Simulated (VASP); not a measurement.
# Al4FeCo3 (P4/mmm) in VASP: further runs

Runs on Al4FeCo3. Level: PBE. Tasks: single point.

Everything below comes from runs of VASP 6.6.1. Logs are shortened: lines on timing, memory, paths and dates and some standing lists are left out, and cuts for length are marked.

### Step 1. The cell of the first run

Symmetry: P4/mmm, No. 123, tetragonal system. Conventional cell: a = 4.036 Å, b = 4.036 Å, c = 5.711 Å, α = 90.00°, β = 90.00°, γ = 90.00°. Within 3.3 Å of Al (site symmetry 2mm) lie 2 Fe at 2.46 Å and 6 Co at 2.46 to 2.48 Å and 6 Al at 2.82 to 2.89 Å. Within 3.3 Å of Fe (site symmetry 4/mmm) lie 8 Al at 2.46 Å and 6 Co at 2.85 to 2.86 Å. Co (site symmetry 4/mmm) has 8 Al at 2.48 Å and 4 Co at 2.85 Å and 2 Fe at 2.86 Å within 3.3 Å. Within 3.3 Å of Co (site symmetry 4/mmm) lie 8 Al at 2.48 Å and 6 Co at 2.85 to 2.86 Å. Within 3.3 Å of Co (site symmetry 4/mmm) lie 8 Al at 2.46 Å and 4 Fe at 2.85 Å and 2 Co at 2.86 Å.

### Step 2. Single point, PBE

INCAR reads:

```
ALGO     = Fast           # electronic algorithm
EDIFF    = 1E-7           # SCF threshold, eV
ENCUT    = 520            # plane-wave cutoff, eV
GGA      = PE             # functional
ISIF     = 2              # what is computed and relaxed
ISMEAR   = 0              # smearing method
LASPH    = True           # aspherical terms in the spheres
LCHARG   = False          # write CHGCAR
LREAL    = False          # projectors in reciprocal space
LWAVE    = False          # write WAVECAR
NBANDS   = 34             # bands
NELM     = 100            # most SCF steps
PREC     = Accurate       # precision mode
SIGMA    = 0.1            # smearing width, eV
```

KPOINTS reads:

```
k-points
0
Gamma
  10 10 8
```

POSCAR reads:

```
Al4FeCo3
1.0
    4.0361278953      0.0000000000      0.0000000000
    0.0000000000      4.0361278953      0.0000000000
    0.0000000000      0.0000000000      5.7113200556
Al Fe Co
4 1 3
Direct
    0.0000000000      0.5000000000      0.7471944327
    0.0000000000      0.5000000000      0.2528055673
    0.5000000000      0.0000000000      0.7471944327
    0.5000000000      0.0000000000      0.2528055673
    0.0000000000      0.0000000000      0.5000000000
    0.0000000000      0.0000000000      0.0000000000
    0.5000000000      0.5000000000      0.0000000000
    0.5000000000      0.5000000000      0.5000000000
```

Potentials or basis: VASP PAW PBE potentials, release 64 (Al, Fe, Co).

On the command line:

```sh
$ cat potpaw_PBE.64/Al/POTCAR potpaw_PBE.64/Fe/POTCAR potpaw_PBE.64/Co/POTCAR > POTCAR
$ mpirun -np 1 vasp_std > vasp.out
```

OUTCAR:

```text
EDIFF = 1E-7
   ENCUT = 520
   GGA = PE
   ISIF = 2
   ISMEAR = 0
   LASPH = True
   LREAL = False
   NELM = 100
   PREC = Accurate

 ion  position               nearest neighbor table
   1  0.000  0.500  0.747-   5 2.46   8 2.46   5 2.46   8 2.46   7 2.48   6 2.48   7 2.48   6 2.48
                             2 2.82   3 2.85   3 2.85   3 2.85   3 2.85   2 2.89
   2  0.000  0.500  0.253-   5 2.46   8 2.46   5 2.46   8 2.46   7 2.48   6 2.48   7 2.48   6 2.48
                             1 2.82   4 2.85   4 2.85   4 2.85   4 2.85   1 2.89
   3  0.500  0.000  0.747-   5 2.46   8 2.46   8 2.46   5 2.46   7 2.48   7 2.48   6 2.48   6 2.48
                             4 2.82   1 2.85   1 2.85   1 2.85   1 2.85   4 2.89
   4  0.500  0.000  0.253-   5 2.46   8 2.46   8 2.46   5 2.46   7 2.48   7 2.48   6 2.48   6 2.48
                             3 2.82   2 2.85   2 2.85   2 2.85   2 2.85   3 2.89
   5  0.000  0.000  0.500-   1 2.46   2 2.46   3 2.46   4 2.46   1 2.46   2 2.46   3 2.46   4 2.46
                             8 2.85   8 2.85   8 2.85   8 2.85   6 2.86   6 2.86
   6  0.000  0.000  0.000-   1 2.48   2 2.48   3 2.48   4 2.48   1 2.48   2 2.48   3 2.48   4 2.48
                             7 2.85   7 2.85   7 2.85   7 2.85   5 2.86   5 2.86
   7  0.500  0.500  0.000-   1 2.48   2 2.48   3 2.48   4 2.48   3 2.48   4 2.48   1 2.48   2 2.48
                             6 2.85   6 2.85   6 2.85   6 2.85   8 2.86   8 2.86
   8  0.500  0.500  0.500-   1 2.46   2 2.46   3 2.46   4 2.46   3 2.46   4 2.46   1 2.46   2 2.46
                             5 2.85   5 2.85   5 2.85   5 2.85   7 2.86   7 2.86

  LATTYP: Found a simple tetragonal cell.
 ALAT       =     4.0361278953
 C/A-ratio  =     1.4150493254

  Lattice vectors:

 A1 = (   4.0361278953,   0.0000000000,   0.0000000000)
 A2 = (   0.0000000000,   4.0361278953,   0.0000000000)
 A3 = (   0.0000000000,   0.0000000000,   5.7113200556)

Analysis of symmetry for initial positions (statically):
=====================================================================
 Subroutine PRICEL returns:
 Original cell was already a primitive cell.

 Routine SETGRP: Setting up the symmetry group for a
 simple tetragonal supercell.

 Subroutine GETGRP returns: Found 16 space group operations
 (whereof 16 operations were pure point group operations)
 out of a pool of 16 trial point group operations.

The static configuration has the point symmetry D_4h.

Analysis of symmetry for dynamics (positions and initial velocities):
=====================================================================
 Subroutine PRICEL returns:
 Original cell was already a primitive cell.

 Routine SETGRP: Setting up the symmetry group for a
 simple tetragonal supercell.

 Subroutine GETGRP returns: Found 16 space group operations
 (whereof 16 operations were pure point group operations)
[... 126 lines left out ...]
   NUPDOWN=      -1.0000    fix difference up-down
   EMIN   =  10.00;   EMAX   =-10.00  energy-range for DOS
   EFERMI =   0.00;   METHOD = LEGACY
   ISMEAR =     0;   SIGMA  =   0.10  broadening in eV -4-tet -1-fermi 0-gaus
   EFERMI_NEDOS =   21; number of points for ismear=-14 and -15
   IALGO  =     68    algorithm
   IMIX   =      4    mixing-type and parameters
     AMIX     =   0.40;   BMIX     =  1.00
     AMIX_MAG =   1.60;   BMIX_MAG =  1.00
  volume/ion in A,a.u.               =      11.63        78.48
  Fermi-wavevector in a.u.,A,eV,Ry     =   1.303823  2.463868 23.129288  1.699955
  Thomas-Fermi vector in A             =   2.434800
   LORBIT       =      0    0 simple, 1 ext, 2 COOP (PROOUT), +10 PAW based schemes
   GGA     = PE    functional components
   LHFCALC =     F    Hartree Fock is set to
   AEXX    =    0.0000 exact exchange contribution
   IVDW    =     0    specifies the selected vdW correction
   LEPSILON=     F    determine dielectric tensor
   LRPA    =     F    only Hartree local field effects (RPA)
 non-spin polarized calculation
 RMM-DIIS sequential band-by-band and
 Gauss-broadening in eV      SIGMA  =   0.10
  energy-cutoff  :      520.00
  volume of cell :       93.04
 maximum number of plane-waves:      2566
   NGX = 15   NGY = 15   NGZ = 21

 number of electron      46.9999989 magnetization

 Free energy of the ion-electron system (eV)
  ---------------------------------------------------
  ext. energy  EPLUGINS =         0.00000000
  ---------------------------------------------------
  free energy    TOTEN  =       -48.74789314 eV

  energy without entropy =      -48.73423707  energy(sigma->0) =      -48.74106510

 E-fermi :   9.7024     XC(G=0): -12.2410

 val. band max:        9.7013030984   @ k =   0.5000   0.0000   0.0000
 cond. band min:       9.7090289295   @ k =   0.1000   0.0000   0.2500
 fundamental gap:      0.0077258311
 Fermi energy:         9.7024196939

 k-point     1 :       0.0000    0.0000    0.0000
  band No.  band energies     occupation
      1      -0.9719      2.00000
      2       3.2857      2.00000
      3       3.4728      2.00000
      4       4.8037      2.00000
      5       6.1330      2.00000
      6       6.1330      2.00000
[... 877 lines left out ...]
     33      15.0359      0.00000
     34      15.9355      0.00000

 [... further k-points ...]

------------------------ aborting loop because EDIFF is reached ----------------------------------------

  FORCE on cell =-STRESS in cart. coord.  units (eV):
  Direction    XX          YY          ZZ          XY          YZ          ZX
  --------------------------------------------------------------------------------------
  -------------------------------------------------------------------------------------
  Total       -0.0272512     -0.0272512     -0.0402530      0.0000000      0.0000000      0.0000000
  in kB       -0.4692781     -0.4692781     -0.6931747      0.0000000      0.0000000      0.0000000
  external PRESSURE =      -0.5439103 kB  Pullay stress =       0.0000000 kB

 VOLUME and BASIS-vectors are now :
 -----------------------------------------------------------------------------
  energy-cutoff  :      520.00
  volume of cell :       93.04
      direct lattice vectors                 reciprocal lattice vectors
     4.036127895  0.000000000  0.000000000     0.247762218  0.000000000  0.000000000
     0.000000000  4.036127895  0.000000000     0.000000000  0.247762218  0.000000000
     0.000000000  0.000000000  5.711320056     0.000000000  0.000000000  0.175090870

 POSITION                                       TOTAL-FORCE (eV/Angst)
 -----------------------------------------------------------------------------------
      0.00000      2.01806      4.26747        -0.000000     -0.000000      0.009698
      0.00000      2.01806      1.44385         0.000000     -0.000000     -0.009698
      2.01806      0.00000      4.26747         0.000000      0.000000      0.009698
      2.01806      0.00000      1.44385        -0.000000     -0.000000     -0.009698
      0.00000      0.00000      2.85566         0.000000      0.000000      0.000000
      0.00000      0.00000      0.00000         0.000000      0.000000      0.000000
      2.01806      2.01806      0.00000         0.000000      0.000000      0.000000
      2.01806      2.01806      2.85566         0.000000      0.000000      0.000000
 -----------------------------------------------------------------------------------
    total drift:                                0.000000      0.000000      0.000000

  FREE ENERGIE OF THE ION-ELECTRON SYSTEM (eV)
  ---------------------------------------------------
  free  energy   TOTEN  =       -48.7478931369 eV

  energy  without entropy=      -48.7342370687  energy(sigma->0) =      -48.74106510
```

OSZICAR:

```text
N       E                     dE             d eps       ncg     rms          rms(c)
DAV:   1     0.301466556971E+03    0.30147E+03   -0.18674E+04  7140   0.148E+03
DAV:   2    -0.341446374646E+02   -0.33561E+03   -0.31633E+03  7140   0.331E+02
DAV:   3    -0.549539077728E+02   -0.20809E+02   -0.19017E+02  7882   0.104E+02
[... 13 lines left out ...]
RMM:  17    -0.487478849511E+02    0.13630E-04   -0.40567E-04  9126   0.135E-01    0.436E-02
RMM:  18    -0.487478962134E+02   -0.11262E-04   -0.13170E-04  9732   0.547E-02    0.250E-02
RMM:  19    -0.487478922591E+02    0.39543E-05   -0.24440E-05  8199   0.382E-02    0.184E-02
RMM:  20    -0.487478930735E+02   -0.81438E-06   -0.13089E-05 10372   0.177E-02    0.611E-03
RMM:  21    -0.487478930898E+02   -0.16365E-07   -0.14340E-06  8799   0.669E-03    0.413E-03
RMM:  22    -0.487478931369E+02   -0.47040E-07   -0.33281E-07  5619   0.462E-03
   1 F= -.48747893E+02 E0= -.48741065E+02  d E =-.136561E-01
```

stdout:

```text
POSCAR found type information on POSCAR AlFeCo
 POSCAR found :  3 types and       8 ions
 scaLAPACK will be used
 LDA part: xc-table for (Slater+PW92), standard interpolation
 POSCAR, INCAR and KPOINTS ok, starting setup
 FFT: planning ... GRIDC
 FFT: planning ... GRID_SOFT
 FFT: planning ... GRID
 WAVECAR not read
 entering main loop
```

It took 7.8 min on 1 thread of Intel Xeon Platinum 8259CL at 2.50GHz (Skylake/Cascade Lake), shared host; peak memory 0.41 GiB.

Results:

| Property | Result |
| --- | --- |
| Free energy | -48.7479 eV |
| Pressure | -0.1 GPa |
| Largest force | 0.010 eV/Å |
| Band gap on the k mesh | zero (an odd number of electrons rules out a gap without spin polarisation) |

Forces in eV/Å, atoms in the order of the input:
```
Al   0.000  0.000  0.010
Al   0.000  0.000 -0.010
Al   0.000  0.000  0.010
Al   0.000  0.000 -0.010
Fe   0.000  0.000  0.000
Co   0.000  0.000  0.000
Co   0.000  0.000  0.000
Co   0.000  0.000  0.000
```

Caveat: the run has no spin polarisation, though such a crystal can be magnetic. Spin polarisation is off, so any magnetic state and its effect on volume and gap are missing.

### Step 3. Single point, PBE

This run uses another cell than the first one, of 11.66 Å³/atom.

INCAR reads:

```
SYSTEM = Al4FeCo3
PREC     = Accurate       ! precision mode
ENCUT    = 520            ! plane-wave cutoff, eV
EDIFF    = 1E-6           ! SCF threshold, eV
ISMEAR   = -1             ! smearing method
SIGMA    = 0.15           ! smearing width, eV
LREAL    = .FALSE.        ! projectors in reciprocal space
LASPH    = .TRUE.         ! aspherical terms in the spheres
NELM     = 80             ! most SCF steps
ALGO     = Fast           ! electronic algorithm
ISIF     = 2              ! what is computed and relaxed
LWAVE    = .FALSE.        ! write WAVECAR
LCHARG   = .FALSE.        ! write CHGCAR
GGA      = PE             ! functional
NBANDS   = 34             ! bands
```

KPOINTS reads:

```
regular mesh
0
G
  10 10 8
  0 0 0
```

POSCAR reads:

```
Al4FeCo3
1.0
    4.0389818480      0.0000000000      0.0000000000
    0.0000000000      4.0389818480      0.0000000000
    0.0000000000      0.0000000000      5.7160129346
Al Fe Co
4 1 3
Direct
    0.0000000000      0.5000000000      0.7481884718
    0.0000000000      0.5000000000      0.2518115282
    0.5000000000      0.0000000000      0.7481884718
    0.5000000000      0.0000000000      0.2518115282
    0.0000000000      0.0000000000      0.5000000000
    0.0000000000      0.0000000000      0.0000000000
    0.5000000000      0.5000000000      0.0000000000
    0.5000000000      0.5000000000      0.5000000000
```

Potentials or basis: VASP PAW PBE potentials, release 64 (Al, Fe, Co).

On the command line:

```sh
$ cat potpaw_PBE.64/Al/POTCAR potpaw_PBE.64/Fe/POTCAR potpaw_PBE.64/Co/POTCAR > POTCAR
$ mpirun -np 1 vasp_std > vasp.out
```

It took 8.7 min on 1 thread of Intel Xeon Platinum 8259CL at 2.50GHz (Skylake/Cascade Lake), shared host; peak memory 0.42 GiB.

The run converged. Its results:

```
Free energy            : -48.8705 eV
Pressure               : -0.1 GPa
Band gap on the k mesh : zero (an odd number of electrons rules out a gap without spin polarisation)
```

Forces in eV/Å, atoms in the order of the input:
```
Al   0.000  0.000  0.003
Al   0.000  0.000 -0.003
Al   0.000  0.000  0.003
Al   0.000  0.000 -0.003
Fe   0.000  0.000  0.000
Co   0.000  0.000  0.000
Co   0.000  0.000  0.000
Co   0.000  0.000  0.000
```

Levels at points of the mesh, in eV from the Fermi level:
```tsv
k point	band 20	band 21	band 22	band 23	band 24	band 25	band 26	band 27	band 28	band 29
(0.00, 0.00, 0.00)	-0.38	-0.21	-0.01	0.13	0.44	0.67	2.71	2.71	2.71	2.86
(0.50, 0.00, 0.00)	-0.89	-0.88	-0.62	-0.37	-0.10	0.47	0.86	1.96	2.15	3.65
(0.50, 0.50, 0.00)	-1.12	-1.12	-0.81	-0.28	-0.28	0.03	0.18	0.63	0.71	2.84
(0.00, 0.00, 0.50)	-0.23	-0.01	0.43	0.48	0.48	0.62	0.62	1.77	1.98	2.71
(0.50, 0.00, 0.50)	-1.34	-1.07	-1.07	-1.06	-0.84	3.19	3.22	3.25	3.26	3.30
(0.50, 0.50, 0.50)	-0.92	-0.92	-0.84	-0.56	-0.56	0.32	0.33	0.66	0.87	5.64
```

Caveat: the run has no spin polarisation, though such a crystal can be magnetic. Spin polarisation is off, so any magnetic state and its effect on volume and gap are missing.
